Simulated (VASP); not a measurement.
# ZrBTe (P4/nmm) in VASP: further runs, part 2 of 2

VASP 6.6.1. The steps go on from the part before.

## Step 3: Single point, PBE

The input, INCAR:

```
SYSTEM = ZrBTe
ALGO = Normal
EDIFF = 1E-6
ENCUT = 520
GGA = PE
ISIF = 2
ISMEAR = 1
LASPH = .True.
LCHARG = .True.
LELF = .True.
LREAL = .False.
LVHAR = .True.
LWAVE = .False.
NBANDS = 30
NELM = 80
PREC = Accurate
SIGMA = 0.0102
```

The input, KPOINTS:

```
Automatic mesh
0
Gamma
  5 5 2
  0.5 0.5 0.5
```

The input, POSCAR:

```
ZrBTe
1.0
    3.5303730000      0.0000000000      0.0000000000
    0.0000000000      3.5303730000      0.0000000000
    0.0000000000      0.0000000000      9.1464400000
B Zr Te
2 2 2
Direct
    0.0000000000      0.0000000000      0.0000000000
    0.5000000000      0.5000000000      0.0000000000
    0.0000000000      0.5000000000      0.2300000000
    0.5000000000      0.0000000000      0.7700000000
    0.0000000000      0.5000000000      0.6400000000
    0.5000000000      0.0000000000      0.3600000000
```

Potentials or basis: VASP PAW PBE potentials, release 64 (B, Zr_sv, Te).

Command:

```sh
cat potpaw_PBE.64/B/POTCAR potpaw_PBE.64/Zr_sv/POTCAR potpaw_PBE.64/Te/POTCAR > POTCAR
mpirun -np 1 vasp_std > vasp.out
```

OUTCAR:

```text
SYSTEM = ZrBTe
   EDIFF = 1E-6
   ENCUT = 520
   GGA = PE
   ISIF = 2
   ISMEAR = 1
   LASPH = .True.
   LREAL = .False.
   NELM = 80
   PREC = Accurate

 ion  position               nearest neighbor table
   1  0.000  0.000  0.000-   3 2.75   4 2.75   3 2.75   4 2.75
   2  0.500  0.500  0.000-   3 2.75   4 2.75   4 2.75   3 2.75
   3  0.000  0.500  0.230-   1 2.75   2 2.75   1 2.75   2 2.75   6 2.77   6 2.77   6 2.77   6 2.77
                             5 3.75
   4  0.500  0.000  0.770-   1 2.75   2 2.75   2 2.75   1 2.75   5 2.77   5 2.77   5 2.77   5 2.77
                             6 3.75
   5  0.000  0.500  0.640-   4 2.77   4 2.77   4 2.77   4 2.77   6 3.58   6 3.58   6 3.58   6 3.58
                             3 3.75
   6  0.500  0.000  0.360-   3 2.77   3 2.77   3 2.77   3 2.77   5 3.58   5 3.58   5 3.58   5 3.58
                             4 3.75

  LATTYP: Found a simple tetragonal cell.
 ALAT       =     3.5303730000
 C/A-ratio  =     2.5907857328

  Lattice vectors:

 A1 = (   3.5303730000,   0.0000000000,   0.0000000000)
 A2 = (   0.0000000000,   3.5303730000,   0.0000000000)
 A3 = (   0.0000000000,   0.0000000000,   9.1464400000)

Analysis of symmetry for initial positions (statically):
=====================================================================
 Subroutine PRICEL returns:
 Original cell was already a primitive cell.

 Routine SETGRP: Setting up the symmetry group for a
 simple tetragonal supercell.

 Subroutine GETGRP returns: Found 16 space group operations
 (whereof  8 operations were pure point group operations)
 out of a pool of 16 trial point group operations.

The static configuration has the point symmetry D_2d.
 The point group associated with its full space group is D_4h.

Analysis of symmetry for dynamics (positions and initial velocities):
=====================================================================
 Subroutine PRICEL returns:
 Original cell was already a primitive cell.

 Routine SETGRP: Setting up the symmetry group for a
 simple tetragonal supercell.

 Subroutine GETGRP returns: Found 16 space group operations
 (whereof  8 operations were pure point group operations)
 out of a pool of 16 trial point group operations.

The dynamic configuration has the point symmetry D_2d.
 The point group associated with its full space group is D_4h.

 Subroutine INISYM returns: Found 16 space group operations
 (whereof  8 operations are pure point group operations),
 and found     1 'primitive' translations

----------------------------------------------------------------------------------------

                                     Primitive cell

  volume of cell :     113.9970

  direct lattice vectors                    reciprocal lattice vectors
     3.530373000  0.000000000  0.000000000     0.283256189  0.000000000  0.000000000
     0.000000000  3.530373000  0.000000000     0.000000000  0.283256189  0.000000000
     0.000000000  0.000000000  9.146440000     0.000000000  0.000000000  0.109332155

  length of vectors
     3.530373000  3.530373000  9.146440000     0.283256189  0.283256189  0.109332155

  position of ions in fractional coordinates (direct lattice)
     0.000000000  0.000000000  0.000000000
     0.500000000  0.500000000  0.000000000
[... 39 lines left out ...]

 Following reciprocal coordinates:
            Coordinates               Weight
  0.100000  0.100000  0.250000      8.000000
  0.300000  0.100000  0.250000     16.000000
  0.500000  0.100000  0.250000      8.000000
  0.300000  0.300000  0.250000      8.000000
  0.500000  0.300000  0.250000      8.000000
  0.500000  0.500000  0.250000      2.000000
   k-points           NKPTS =      6   k-points in BZ     NKDIM =      6   number of bands    NBANDS=     30
   number of dos      NEDOS =    301   number of ions     NIONS =      6
   total plane-waves  NPLWV =  54880
   dimension x,y,z NGX =    28 NGY =   28 NGZ =   70
   dimension x,y,z NGXF=    56 NGYF=   56 NGZF=  140
   ions per type =               2   2   2
   NGX,Y,Z   is equivalent  to a cutoff of  13.19, 13.19, 12.72 a.u.
   NGXF,Y,Z  is equivalent  to a cutoff of  26.37, 26.37, 25.45 a.u.
 SYSTEM =  ZrBTe
   PREC   = accura    normal or accurate (medium, high low for compatibility)
   ISTART =      0    job   : 0-new  1-cont  2-samecut
   ICHARG =      2    charge: 1-file 2-atom 10-const
   ISPIN  =      1    spin polarized calculation?
   LNONCOLLINEAR =      F non collinear calculations
   LSORBIT =      F    spin-orbit coupling
   LASPH  =      T    aspherical Exc in radial PAW
   ENCUT  =  520.0 eV  38.22 Ry    6.18 a.u.   6.56  6.56 17.01*2*pi/ulx,y,z
   NELM   =     80;   NELMIN=  2; NELMDL= -5     # of ELM steps
   EDIFF  = 0.1E-05   stopping-criterion for ELM
   LREAL  =      F    real-space projection
   EDIFFG = 0.1E-04   stopping-criterion for IOM
   NSW    =      0    number of steps for IOM
   IBRION =     -1    ionic relax: 0-MD 1-quasi-New 2-CG
   NFREE  =      0    steps in history (QN), initial steepest desc. (CG)
   ISIF   =      2    stress and relaxation
   ISYM   =      2    0-nonsym 1-usesym 2-fastsym
   POTIM  = 0.5000    time-step for ionic-motion
   TEBEG  =    0.0;   TEEND  =   0.0 temperature during run
   PSTRESS=    0.0 pullay stress
   NELECT =      42.0000    total number of electrons
   NUPDOWN=      -1.0000    fix difference up-down
   EMIN   =  10.00;   EMAX   =-10.00  energy-range for DOS
   EFERMI =   0.00;   METHOD = LEGACY
   ISMEAR =     1;   SIGMA  =   0.01  broadening in eV -4-tet -1-fermi 0-gaus
   EFERMI_NEDOS =   21; number of points for ismear=-14 and -15
   IALGO  =     38    algorithm
   IMIX   =      4    mixing-type and parameters
     AMIX     =   0.40;   BMIX     =  1.00
     AMIX_MAG =   1.60;   BMIX_MAG =  1.00
  volume/ion in A,a.u.               =      19.00       128.21
  Fermi-wavevector in a.u.,A,eV,Ry     =   1.173618  2.217817 18.740388  1.377380
  Thomas-Fermi vector in A             =   2.310028
   LORBIT       =      0    0 simple, 1 ext, 2 COOP (PROOUT), +10 PAW based schemes
   GGA     = PE    functional components
   LHFCALC =     F    Hartree Fock is set to
   AEXX    =    0.0000 exact exchange contribution
   IVDW    =     0    specifies the selected vdW correction
   LEPSILON=     F    determine dielectric tensor
   LRPA    =     F    only Hartree local field effects (RPA)
 non-spin polarized calculation
 Methfessel and Paxton  Order N= 1 SIGMA  =   0.01
  energy-cutoff  :      520.00
  volume of cell :      114.00
 maximum number of plane-waves:      3089
 NGX is ok and might be reduce to    28
   NGX = 13   NGY = 13   NGZ = 35

 number of electron      42.0000001 magnetization

 Free energy of the ion-electron system (eV)
  ---------------------------------------------------
  ext. energy  EPLUGINS =         0.00000000
  ---------------------------------------------------
  free energy    TOTEN  =       -35.94751750 eV

  energy without entropy =      -35.94660227  energy(sigma->0) =      -35.94721243

 E-fermi :   8.2579     XC(G=0): -10.8600

 val. band max:        8.2544076240   @ k =   0.3000   0.1000   0.2500
 cond. band min:       8.2617154958   @ k =   0.3000   0.3000   0.2500
 fundamental gap:      0.0073078718
 Fermi energy:         8.2578988906

 k-point     1 :       0.1000    0.1000    0.2500
  band No.  band energies     occupation
      1     -40.3974      2.00000
      2     -40.3972      2.00000
      3     -18.5291      2.00000
      4     -18.5183      2.00000
      5     -18.4131      2.00000
      6     -18.4127      2.00000
[... 187 lines left out ...]
     29      13.0237      0.00000
     30      13.0237      0.00000

------------------------ aborting loop because EDIFF is reached ----------------------------------------

  FORCE on cell =-STRESS in cart. coord.  units (eV):
  Direction    XX          YY          ZZ          XY          YZ          ZX
  --------------------------------------------------------------------------------------
  -------------------------------------------------------------------------------------
  Total        4.8666271      4.8666271     -2.4204853      0.0000000      0.0000000      0.0000000
  in kB       68.3983108     68.3983108    -34.0188595      0.0000000      0.0000000      0.0000000
  external PRESSURE =      34.2592540 kB  Pullay stress =       0.0000000 kB

 VOLUME and BASIS-vectors are now :
 -----------------------------------------------------------------------------
  energy-cutoff  :      520.00
  volume of cell :      114.00
      direct lattice vectors                 reciprocal lattice vectors
     3.530373000  0.000000000  0.000000000     0.283256189  0.000000000  0.000000000
     0.000000000  3.530373000  0.000000000     0.000000000  0.283256189  0.000000000
     0.000000000  0.000000000  9.146440000     0.000000000  0.000000000  0.109332155

 POSITION                                       TOTAL-FORCE (eV/Angst)
 -----------------------------------------------------------------------------------
      0.00000      0.00000      0.00000        -0.000000     -0.000000      0.000000
      1.76519      1.76519      0.00000        -0.000000      0.000000      0.000000
      0.00000      1.76519      2.10368        -0.000000     -0.000000     -3.035066
      1.76519      0.00000      7.04276        -0.000000      0.000000      3.035066
      0.00000      1.76519      5.85372        -0.000000      0.000000     -1.070039
      1.76519      0.00000      3.29272         0.000000      0.000000      1.070039
 -----------------------------------------------------------------------------------
    total drift:                                0.000000      0.000000     -0.000000

  FREE ENERGIE OF THE ION-ELECTRON SYSTEM (eV)
  ---------------------------------------------------
  free  energy   TOTEN  =       -35.9475175037 eV

  energy  without entropy=      -35.9466022739  energy(sigma->0) =      -35.94721243
```

It took 46 s on 1 thread of AMD EPYC 7R13, shared host; peak memory 0.2 GiB.

Results:

* Free energy: -35.9475 eV
* Pressure: 3.4 GPa
* Largest force: 3.035 eV/Å
* Band gap on the k mesh: zero (band 21 reaches 8.55 eV, above the bottom of band 22 at 7.57 eV)

Forces in eV/Å, atoms in the order of the input:
```
B    0.000  0.000  0.000
B    0.000  0.000  0.000
Zr   0.000  0.000 -3.035
Zr   0.000  0.000  3.035
Te   0.000  0.000 -1.070
Te   0.000  0.000  1.070
```

Caveat: spin-orbit coupling is left out, which moves the levels of the heavy elements; forces of over 1 eV/Å act on the atoms, so gaps and moduli don't describe the material at rest.

## Step 4: Single point, RPBE, collinear spin, ferromagnetic start

The input, INCAR:

```
SYSTEM = ZrBTe
PREC = Accurate ; ENCUT = 520
EDIFF = 1E-7 ; ISMEAR = 1
SIGMA = 0.0102 ; LREAL = .FALSE.
LASPH = .TRUE. ; NELM = 150
ALGO = Normal ; ISIF = 2
LWAVE = .FALSE. ; LCHARG = .FALSE.
ISPIN = 2 ; MAGMOM = 0.03 0.03 0.06 0.06 0.01 0.01
LORBIT = 11 ; LMAXMIX = 4
GGA = RP ; NBANDS = 34
```

The input, KPOINTS:

```
Automatic mesh
0
G
  5 5 2
  0 0 0
```

POSCAR is that of step 3.

Command:

```sh
cat potpaw_PBE.64/B/POTCAR potpaw_PBE.64/Zr_sv/POTCAR potpaw_PBE.64/Te/POTCAR > POTCAR
mpirun -np 1 vasp_std > vasp.out
```

Wall time 2.8 min (1 thread of AMD EPYC 7R13, shared host); peak memory 0.27 GiB.

The run converged. Its results:

* Free energy: -33.6918 eV
* Pressure: 4.7 GPa
* Largest force: 3.048 eV/Å
* Net moment: 0.32 μB per cell
* Site moments: B +0.02; Zr +0.06; Te +0.01 μB
* Valence electrons inside the program's atomic spheres: B 1.46; Zr 9.85; Te 3.58

Forces in eV/Å, atoms in the order of the input:
```
B    0.000  0.000  0.000
B    0.000  0.000  0.000
Zr   0.000  0.000 -3.048
Zr   0.000  0.000  3.048
Te   0.000  0.000 -1.081
Te   0.000  0.000  1.081
```

Stress tensor (GPa, compression positive):
```
 9.41  0.00  0.00
 0.00  9.41  0.00
 0.00  0.00 -4.86
```

Levels at points of the mesh, in eV from the Fermi level:
Spin up:
```tsv
k point	band 19	band 20	band 21	band 22	band 23	band 24
(0.00, 0.00, 0.00)	-0.81	-0.34	-0.29	-0.29	1.45	1.95
(0.00, 0.00, 0.50)	-1.19	-1.17	0.06	0.06	1.57	1.82
```
Spin down:
| k point | band 19 | band 20 | band 21 | band 22 | band 23 | band 24 |
| --- | --- | --- | --- | --- | --- | --- |
| (0.00, 0.00, 0.00) | -0.79 | -0.24 | -0.24 | -0.23 | 1.50 | 2.03 |
| (0.00, 0.00, 0.50) | -1.15 | -1.09 | 0.10 | 0.10 | 1.62 | 1.92 |

Caveat: the PAW data sets were made with another functional, which shifts forces and pressure a little; spin-orbit coupling is left out, which moves the levels of the heavy elements.

## Step 5: The runs side by side

| level | spin | k mesh | gap on the mesh (eV) | pressure (GPa) | largest force (eV/Å) |
| --- | --- | --- | --- | --- | --- |
| PBE | off | 5 × 5 × 2 | none | 2.6 | 3.05 |
| PBE | off | 5 × 5 × 2, shifted | none | 3.4 | 3.04 |
| RPBE | collinear, ferromagnetic start | 5 × 5 × 2 | none | 4.7 | 3.05 |

Alike in all rows: task single point; potentials or basis VASP PAW PBE potentials, release 64 (B, Zr_sv, Te); cell as given; cutoff (eV) 520; smearing methfessel-paxton 0.0102 eV.

Every run on the cell as given and a fine mesh finds a metal. The pressure there spans 2.6 GPa (PBE) to 4.7 GPa (RPBE); a positive pressure means that this level wants a larger cell, a negative one a smaller.

Caveats: spin-orbit coupling is left out, which moves the levels of the heavy elements; forces of over 1 eV/Å act on the atoms, so gaps and moduli don't describe the material at rest (some runs); the PAW data sets were made with another functional, which shifts forces and pressure a little (some runs).

Absolute energies hang on the potentials; compare differences alone.
